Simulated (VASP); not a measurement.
Write the native input for VASP 6.6.1 that does the following.

```
Task                   : single point
Functional             : PBE
Potentials or basis    : VASP PAW PBE potentials, release 64 (Pd, Cl)
Cutoff                 : 520 eV
k mesh                 : 6 × 6 × 10
Occupations            : gaussian, width 0.1 eV
Spin                   : no spin polarisation
Dipole correction      : no
Further INCAR settings : ALGO = Normal; EDIFF = 1e-06; NBANDS = 27
```

The structure of PdCl4 lies in POSCAR:

```
PdCl4
1.0
    3.9737025618     -4.5358520126      0.0000000000
    3.9737025618      4.5358520126      0.0000000000
    0.0000000000      0.0000000000      3.5406409425
Pd Cl
1 4
Direct
    0.0000000000      0.0000000000      0.0000000000
    0.8242138031      0.1757861969      0.5000000000
    0.1757861969      0.8242138031      0.5000000000
    0.2932001554      0.2932001554      0.0000000000
    0.7067998446      0.7067998446      0.0000000000
```

The cell was generated, and may not be a known phase.

One way to write it, as run:

INCAR

```
SYSTEM = PdCl4
PREC = Accurate
ENCUT = 520
EDIFF = 1E-6
ISMEAR = 0
SIGMA = 0.1
LREAL = .False.
LASPH = .True.
NELM = 100
ALGO = Normal
ISIF = 2
LWAVE = .False.
LCHARG = .False.
GGA = PE
NBANDS = 27
```

KPOINTS

```
Automatic mesh
0
Gamma
  6 6 10
  0 0 0
```

Potentials or basis: VASP PAW PBE potentials, release 64 (Pd, Cl).

Launch:

```bash
$ cat potpaw_PBE.64/Pd/POTCAR potpaw_PBE.64/Cl/POTCAR > POTCAR
$ mpirun -np 1 vasp_std > vasp.out
```

Results of the run:

```
Pressure               : -0.2 GPa
Largest force          : 0.029 eV/Å
Band gap on the k mesh : zero (bands 19 and 20 overlap by 0.14 eV)
```

Wall time 6.8 min on 1 thread of Intel Xeon 8259CL, with other jobs on the host, peak memory 0.39 GiB.
